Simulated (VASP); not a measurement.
Write the native input for VASP 6.6.1 that does the following.

```
Task                   : relaxation of cell and atoms
Functional             : PBE
Potentials or basis    : VASP PAW PBE potentials, release 64 (B, N)
Cutoff                 : 600 eV
k mesh                 : 16 × 16 × 16
Occupations            : fermi-dirac, width 0.05 eV
Spin                   : no spin polarisation
Target pressure        : 76 GPa
Dipole correction      : no
Further INCAR settings : ALGO = Normal; EDIFF = 1e-06; IBRION = 2; EDIFFG = -0.005; NSW = 32; ISIF = 3
```

The structure of BN (rocksalt type) lies in POSCAR:

```
BN
1.0
    0.0000000000      1.6662425516      1.6662425516
    1.6662425516      0.0000000000      1.6662425516
    1.6662425516      1.6662425516      0.0000000000
B N
1 1
Direct
    0.0000000000      0.0000000000      0.0000000000
    0.5000000000      0.5000000000      0.5000000000
```

These files were run (other wordings do the same):

INCAR

```
PREC     = Accurate       # precision mode
ENCUT    = 600            # plane-wave cutoff, eV
EDIFF    = 1E-6           # SCF threshold, eV
ISMEAR   = -1             # smearing method
SIGMA    = 0.05           # smearing width, eV
LREAL    = False          # projectors in reciprocal space
LASPH    = True           # aspherical terms in the spheres
NELM     = 100            # most SCF steps
ALGO     = Normal         # electronic algorithm
ISIF     = 3              # what is computed and relaxed
LWAVE    = False          # write WAVECAR
LCHARG   = False          # write CHGCAR
GGA      = PE             # functional
IBRION   = 2              # ionic algorithm
NSW      = 32             # ionic steps
EDIFFG   = -0.005         # ionic threshold
PSTRESS  = 760.0
```

KPOINTS

```
regular mesh
0
Gamma
  16 16 16
```

Potentials or basis: VASP PAW PBE potentials, release 64 (B, N).

Launch:

```bash
$ cat potpaw_PBE.64/B/POTCAR potpaw_PBE.64/N/POTCAR > POTCAR
$ mpirun -np 1 vasp_std > vasp.out
```

It gave:

```json
{"Relaxed volume": "4.63 Å³/atom", "Relaxed cell": "a = 2.357 Å, b = 2.357 Å, c = 2.357 Å, α = 60.00°, β = 60.00°, γ = 60.00°", "Space group after relaxing (to 0.05 Å)": "Fm-3m (No. 225)", "Energy change on relaxing (the enthalpy is what falls)": "-0.9 meV/atom", "Ionic steps": "3", "Pressure after relaxing": "76.0 GPa", "Band gap on the k mesh": "2.37 eV, indirect (least direct gap 6.36 eV)"}
```

Caveat: the cell is relaxed towards a set pressure, so the enthalpy falls and the energy may rise.

Wall time 15 s on 1 thread of Intel(R) Xeon(R) Platinum 8488C (Sapphire Rapids) (shared host), peak memory 0.12 GiB.
